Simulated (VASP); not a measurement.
# Li2Ru (Pn-3m) in VASP: a series of runs

The runs below take Li2Ru through single point, relaxation of cell and atoms, with PBE.

All numbers are computed with VASP 6.6.1; they aren't measurements. Logs are shortened: lines on timing, memory, paths and dates and some standing lists are left out, and cuts for length are marked.

**1. The cell of the first run**

It takes space group Pn-3m (No. 224, cubic). The conventional cell has a = 5.425 Å, b = 5.425 Å, c = 5.425 Å, α = 90.00°, β = 90.00°, γ = 90.00°. Li (site symmetry -3m) has 2 Ru at 2.35 Å within 3.1 Å. Within 3.1 Å of Ru (site symmetry -43m) lie 4 Li at 2.35 Å.

**2. Single point, PBE**

The input, INCAR:

```
SYSTEM = Li2Ru
ALGO = Fast
EDIFF = 1E-7
ENCUT = 520
GGA = PE
ISIF = 2
ISMEAR = 0
LASPH = .True.
LCHARG = .False.
LREAL = .False.
LWAVE = .False.
NBANDS = 29
NELM = 80
PREC = Accurate
SIGMA = 0.1
```

The input, KPOINTS:

```
k-points
0
Gamma
  8 8 8
  0 0 0
```

The input, POSCAR:

```
Li2Ru
1.0
    5.4252647790      0.0000000000      0.0000000000
    0.0000000000      5.4252647790      0.0000000000
    0.0000000000      0.0000000000      5.4252647790
Li Ru
4 2
Direct
    0.2500000000      0.2500000000      0.2500000000
    0.2500000000      0.7500000000      0.7500000000
    0.7500000000      0.7500000000      0.2500000000
    0.7500000000      0.2500000000      0.7500000000
    0.0000000000      0.0000000000      0.0000000000
    0.5000000000      0.5000000000      0.5000000000
```

Potentials or basis: VASP PAW PBE potentials, release 64 (Li_sv, Ru_pv).

Started as:

```sh
cat potpaw_PBE.64/Li_sv/POTCAR potpaw_PBE.64/Ru_pv/POTCAR > POTCAR
mpirun -np 1 vasp_std > vasp.out
```

OUTCAR:

```text
SYSTEM = Li2Ru
   EDIFF = 1E-7
   ENCUT = 520
   GGA = PE
   ISIF = 2
   ISMEAR = 0
   LASPH = .True.
   LREAL = .False.
   NELM = 80
   PREC = Accurate

 ion  position               nearest neighbor table
   1  0.250  0.250  0.250-   5 2.35   6 2.35
   2  0.250  0.750  0.750-   5 2.35   6 2.35
   3  0.750  0.750  0.250-   5 2.35   6 2.35
   4  0.750  0.250  0.750-   5 2.35   6 2.35
   5  0.000  0.000  0.000-   1 2.35   2 2.35   3 2.35   4 2.35
   6  0.500  0.500  0.500-   1 2.35   2 2.35   3 2.35   4 2.35

  LATTYP: Found a simple cubic cell.
 ALAT       =     5.4252647790

  Lattice vectors:

 A1 = (   5.4252647790,   0.0000000000,   0.0000000000)
 A2 = (   0.0000000000,   5.4252647790,   0.0000000000)
 A3 = (   0.0000000000,   0.0000000000,   5.4252647790)

Analysis of symmetry for initial positions (statically):
=====================================================================
 Subroutine PRICEL returns:
 Original cell was already a primitive cell.

 Routine SETGRP: Setting up the symmetry group for a
 simple cubic supercell.

 Subroutine GETGRP returns: Found 48 space group operations
 (whereof 24 operations were pure point group operations)
 out of a pool of 48 trial point group operations.

The static configuration has the point symmetry T_d .
 The point group associated with its full space group is O_h .

Analysis of symmetry for dynamics (positions and initial velocities):
=====================================================================
 Subroutine PRICEL returns:
 Original cell was already a primitive cell.

 Routine SETGRP: Setting up the symmetry group for a
 simple cubic supercell.

 Subroutine GETGRP returns: Found 48 space group operations
 (whereof 24 operations were pure point group operations)
 out of a pool of 48 trial point group operations.

The dynamic configuration has the point symmetry T_d .
 The point group associated with its full space group is O_h .

 Subroutine INISYM returns: Found 48 space group operations
 (whereof 24 operations are pure point group operations),
 and found     1 'primitive' translations

----------------------------------------------------------------------------------------

                                     Primitive cell

  volume of cell :     159.6845

  direct lattice vectors                    reciprocal lattice vectors
     5.425264779  0.000000000  0.000000000     0.184322801  0.000000000  0.000000000
     0.000000000  5.425264779  0.000000000     0.000000000  0.184322801  0.000000000
     0.000000000  0.000000000  5.425264779     0.000000000  0.000000000  0.184322801

  length of vectors
     5.425264779  5.425264779  5.425264779     0.184322801  0.184322801  0.184322801

  position of ions in fractional coordinates (direct lattice)
     0.250000000  0.250000000  0.250000000
     0.250000000  0.750000000  0.750000000
     0.750000000  0.750000000  0.250000000
     0.750000000  0.250000000  0.750000000
     0.000000000  0.000000000  0.000000000
     0.500000000  0.500000000  0.500000000

  ion indices of the primitive-cell ions
   primitive index   ion index
                 1           1
                 2           2
                 3           3
                 4           4
                 5           5
                 6           6

----------------------------------------------------------------------------------------

 KPOINTS: k-points

Automatic generation of k-mesh.
 Grid dimensions read from file:
 generate k-points for:    8    8    8

 Generating k-lattice:

  Cartesian coordinates                     Fractional coordinates (reciprocal lattice)
     0.023040350  0.000000000  0.000000000     0.125000000  0.000000000  0.000000000
     0.000000000  0.023040350  0.000000000     0.000000000  0.125000000  0.000000000
     0.000000000  0.000000000  0.023040350     0.000000000  0.000000000  0.125000000

  Length of vectors
     0.023040350  0.023040350  0.023040350

  Shift w.r.t. Gamma in fractional coordinates (k-lattice)
     0.000000000  0.000000000  0.000000000

 Subroutine IBZKPT returns following result:
 ===========================================

 Found     35 irreducible k-points:

 Following reciprocal coordinates:
            Coordinates               Weight
  0.000000  0.000000  0.000000      1.000000
  0.125000  0.000000  0.000000      6.000000
  0.250000  0.000000  0.000000      6.000000
  0.375000  0.000000  0.000000      6.000000
  0.500000  0.000000  0.000000      3.000000
  0.125000  0.125000  0.000000     12.000000
[... 16 lines left out ...]
  0.375000  0.375000  0.125000     24.000000
  0.500000  0.375000  0.125000     24.000000
 [... further k-points ...]
   k-points           NKPTS =     35   k-points in BZ     NKDIM =     35   number of bands    NBANDS=     29
   number of dos      NEDOS =    301   number of ions     NIONS =      6
   total plane-waves  NPLWV =  64000
   dimension x,y,z NGX =    40 NGY =   40 NGZ =   40
   dimension x,y,z NGXF=    80 NGYF=   80 NGZF=   80
   ions per type =               4   2
   NGX,Y,Z   is equivalent  to a cutoff of  12.26, 12.26, 12.26 a.u.
   NGXF,Y,Z  is equivalent  to a cutoff of  24.51, 24.51, 24.51 a.u.
 SYSTEM =  Li2Ru
   PREC   = accura    normal or accurate (medium, high low for compatibility)
   ISTART =      0    job   : 0-new  1-cont  2-samecut
   ICHARG =      2    charge: 1-file 2-atom 10-const
   ISPIN  =      1    spin polarized calculation?
   LNONCOLLINEAR =      F non collinear calculations
   LSORBIT =      F    spin-orbit coupling
   LASPH  =      T    aspherical Exc in radial PAW
   ENCUT  =  520.0 eV  38.22 Ry    6.18 a.u.  10.09 10.09 10.09*2*pi/ulx,y,z
   NELM   =     80;   NELMIN=  2; NELMDL= -5     # of ELM steps
   EDIFF  = 0.1E-06   stopping-criterion for ELM
   LREAL  =      F    real-space projection
   EDIFFG = 0.1E-05   stopping-criterion for IOM
   NSW    =      0    number of steps for IOM
   IBRION =     -1    ionic relax: 0-MD 1-quasi-New 2-CG
   NFREE  =      0    steps in history (QN), initial steepest desc. (CG)
   ISIF   =      2    stress and relaxation
   ISYM   =      2    0-nonsym 1-usesym 2-fastsym
   POTIM  = 0.5000    time-step for ionic-motion
   TEBEG  =    0.0;   TEEND  =   0.0 temperature during run
   PSTRESS=    0.0 pullay stress
   NELECT =      40.0000    total number of electrons
   NUPDOWN=      -1.0000    fix difference up-down
   EMIN   =  10.00;   EMAX   =-10.00  energy-range for DOS
   EFERMI =   0.00;   METHOD = LEGACY
   ISMEAR =     0;   SIGMA  =   0.10  broadening in eV -4-tet -1-fermi 0-gaus
   EFERMI_NEDOS =   21; number of points for ismear=-14 and -15
   IALGO  =     68    algorithm
   IMIX   =      4    mixing-type and parameters
     AMIX     =   0.40;   BMIX     =  1.00
     AMIX_MAG =   1.60;   BMIX_MAG =  1.00
  volume/ion in A,a.u.               =      26.61       179.60
  Fermi-wavevector in a.u.,A,eV,Ry     =   1.031986  1.950171 14.490144  1.064996
  Thomas-Fermi vector in A             =   2.166162
   LORBIT       =      0    0 simple, 1 ext, 2 COOP (PROOUT), +10 PAW based schemes
   GGA     = PE    functional components
   LHFCALC =     F    Hartree Fock is set to
   AEXX    =    0.0000 exact exchange contribution
   IVDW    =     0    specifies the selected vdW correction
   LEPSILON=     F    determine dielectric tensor
   LRPA    =     F    only Hartree local field effects (RPA)
 non-spin polarized calculation
 RMM-DIIS sequential band-by-band and
 Gauss-broadening in eV      SIGMA  =   0.10
  energy-cutoff  :      520.00
  volume of cell :      159.68
 maximum number of plane-waves:      4337
   NGX = 21   NGY = 21   NGZ = 21

 number of electron      40.0000025 magnetization

 Free energy of the ion-electron system (eV)
  ---------------------------------------------------
  ext. energy  EPLUGINS =         0.00000000
  ---------------------------------------------------
  free energy    TOTEN  =       -14.97355658 eV

  energy without entropy =      -14.77851397  energy(sigma->0) =      -14.87603527

 E-fermi :   0.4032     XC(G=0):  -7.3655

 val. band max:        0.4028067294   @ k =   0.5000   0.5000   0.1250
 cond. band min:       0.4037213996   @ k =   0.2500   0.2500   0.1250
 fundamental gap:      0.0009146702
 Fermi energy:         0.4032109805

 k-point     1 :       0.0000    0.0000    0.0000
  band No.  band energies     occupation
      1     -45.4149      2.00000
      2     -45.4149      2.00000
      3     -45.4149      2.00000
      4     -45.4110      2.00000
      5     -40.2862      2.00000
      6     -40.2862      2.00000
[... 21 lines left out ...]
     28       5.6460      0.00000
     29       5.6460      0.00000

 k-point     2 :       0.1250    0.0000    0.0000
  band No.  band energies     occupation
      1     -45.4148      2.00000
      2     -45.4148      2.00000
      3     -45.4147      2.00000
      4     -45.4111      2.00000
      5     -40.2863      2.00000
      6     -40.2863      2.00000
[... 21 lines left out ...]
     28       5.2750      0.00000
     29       5.6216      0.00000

 k-point     3 :       0.2500    0.0000    0.0000
  band No.  band energies     occupation
      1     -45.4149      2.00000
      2     -45.4149      2.00000
      3     -45.4143      2.00000
      4     -45.4115      2.00000
      5     -40.2864      2.00000
      6     -40.2864      2.00000
[... 21 lines left out ...]
     28       5.5302      0.00000
     29       5.5316      0.00000

 k-point     4 :       0.3750    0.0000    0.0000
  band No.  band energies     occupation
      1     -45.4148      2.00000
      2     -45.4148      2.00000
      3     -45.4136      2.00000
      4     -45.4122      2.00000
      5     -40.2865      2.00000
      6     -40.2865      2.00000
[... 21 lines left out ...]
     28       5.4012      0.00000
     29       5.5101      0.00000

 k-point     5 :       0.5000    0.0000    0.0000
  band No.  band energies     occupation
      1     -45.4149      2.00000
      2     -45.4149      2.00000
      3     -45.4129      2.00000
      4     -45.4129      2.00000
      5     -40.2865      2.00000
      6     -40.2865      2.00000
[... 21 lines left out ...]
     28       5.1510      0.00000
     29       5.3370      0.00000
[... 510 lines left out ...]
     28       5.1642      0.00000
     29       6.6257      0.00000

 k-point    22 :       0.5000    0.2500    0.1250
  band No.  band energies     occupation
      1     -45.4151      2.00000
      2     -45.4150      2.00000
      3     -45.4135      2.00000
      4     -45.4120      2.00000
      5     -40.2865      2.00000
      6     -40.2863      2.00000
[... 21 lines left out ...]
     28       5.2220      0.00000
     29       6.6212      0.00000

 k-point    23 :       0.3750    0.3750    0.1250
  band No.  band energies     occupation
      1     -45.4151      2.00000
      2     -45.4151      2.00000
      3     -45.4135      2.00000
      4     -45.4118      2.00000
      5     -40.2864      2.00000
      6     -40.2862      2.00000
[... 21 lines left out ...]
     28       5.0892      0.00000
     29       6.8819      0.00000

 k-point    24 :       0.5000    0.3750    0.1250
  band No.  band energies     occupation
      1     -45.4151      2.00000
      2     -45.4151      2.00000
      3     -45.4136      2.00000
      4     -45.4117      2.00000
      5     -40.2863      2.00000
      6     -40.2863      2.00000
[... 21 lines left out ...]
     28       4.8580      0.00000
     29       6.8094      0.00000

 [... further k-points ...]

------------------------ aborting loop because EDIFF is reached ----------------------------------------

  FORCE on cell =-STRESS in cart. coord.  units (eV):
  Direction    XX          YY          ZZ          XY          YZ          ZX
  --------------------------------------------------------------------------------------
  -------------------------------------------------------------------------------------
  Total        0.0031947      0.0031947      0.0031947      0.0000000      0.0000000     -0.0000000
  in kB        0.0320540      0.0320540      0.0320540      0.0000000      0.0000000     -0.0000000
  external PRESSURE =       0.0320540 kB  Pullay stress =       0.0000000 kB

 VOLUME and BASIS-vectors are now :
 -----------------------------------------------------------------------------
  energy-cutoff  :      520.00
  volume of cell :      159.68
      direct lattice vectors                 reciprocal lattice vectors
     5.425264779  0.000000000  0.000000000     0.184322801  0.000000000  0.000000000
     0.000000000  5.425264779  0.000000000     0.000000000  0.184322801  0.000000000
     0.000000000  0.000000000  5.425264779     0.000000000  0.000000000  0.184322801

 POSITION                                       TOTAL-FORCE (eV/Angst)
 -----------------------------------------------------------------------------------
      1.35632      1.35632      1.35632        -0.000000     -0.000000      0.000000
      1.35632      4.06895      4.06895        -0.000000      0.000000     -0.000000
      4.06895      4.06895      1.35632         0.000000     -0.000000     -0.000000
      4.06895      1.35632      4.06895         0.000000     -0.000000      0.000000
      0.00000      0.00000      0.00000        -0.000000     -0.000000     -0.000000
      2.71263      2.71263      2.71263         0.000000      0.000000      0.000000
 -----------------------------------------------------------------------------------
    total drift:                                0.000000      0.000000     -0.000000

  FREE ENERGIE OF THE ION-ELECTRON SYSTEM (eV)
  ---------------------------------------------------
  free  energy   TOTEN  =       -14.9735565806 eV

  energy  without entropy=      -14.7785139681  energy(sigma->0) =      -14.87603527
```

It took 3.7 min on 1 thread of Intel Xeon Platinum 8488C (Sapphire Rapids), shared host; peak memory 0.32 GiB.

Results:

- Free energy: -14.9736 eV
- Band gap on the k mesh: zero (bands 20 and 21 overlap by 0.06 eV)

Levels at points of the mesh, in eV from the Fermi level:
```csv
k point,band 16,band 17,band 18,band 19,band 20,band 21,band 22,band 23,band 24,band 25
"(0.00, 0.00, 0.00)",-0.21,-0.12,-0.12,-0.12,0.01,0.01,0.40,3.06,3.06,3.06
"(0.50, 0.00, 0.00)",-0.38,-0.16,-0.16,-0.06,-0.06,0.02,0.02,2.63,2.63,3.41
"(0.50, 0.50, 0.00)",-0.14,-0.03,-0.03,-0.02,-0.02,0.01,0.01,0.35,0.35,4.12
"(0.50, 0.50, 0.50)",-0.22,-0.22,-0.06,-0.06,0.05,0.05,0.71,1.32,1.32,1.32
```

Caveat: the cutoff is under 1.25 times the usual one of these potentials, so pressure, stress and relaxed cells hold a basis-set (Pulay) error.

(Continued in part 2 of 2.)
